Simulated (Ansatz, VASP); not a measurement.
One calculation of SnSe2, two programs

```
CELL_PARAMETERS angstrom
3.87628 0.00000 0.00000
-1.93814 3.35696 0.00000
0.00000 0.00000 6.78555
ATOMIC_POSITIONS crystal
Sn 0.00000 0.00000 0.00000
Se 0.33333 0.66667 0.23443
Se 0.66667 0.33333 0.76557
```

Alike in both runs: functional PBE; k mesh 6 × 6 × 4; occupations gaussian, width 0.1 eV; no spin polarisation.

Ansatz relaxed the structure, and its values are those at the end. VASP's run is a single point on that final structure, the one shown.

|  | VASP | Ansatz |
| --- | --- | --- |
| version | VASP 6.6.1 | Ansatz 0.2.0 |
| potentials or method | VASP PAW PBE potentials, release 64 (Sn_d, Se), cutoff 500 eV | scalar-relativistic, plane waves, PAW |
| valence electrons in the cell | 26 | 46 |

|  | VASP | Ansatz | Ansatz less VASP |
| --- | --- | --- | --- |
| gap on the k mesh at the Fermi level (eV) | 0.70 | 0.70 | +0.002 |
| least direct gap on the mesh (eV) | 1.11 | 1.11 | +0.003 |
| pressure (GPa) | 0.2 | 0.1 | -0.05 |
| rms of the force components (eV/Å) | 0.010 | 0.004 | -0.0056 |

VASP's potentials hold 26 valence electrons a cell and Ansatz's 46, so a difference there can come from the potentials and not from the codes.
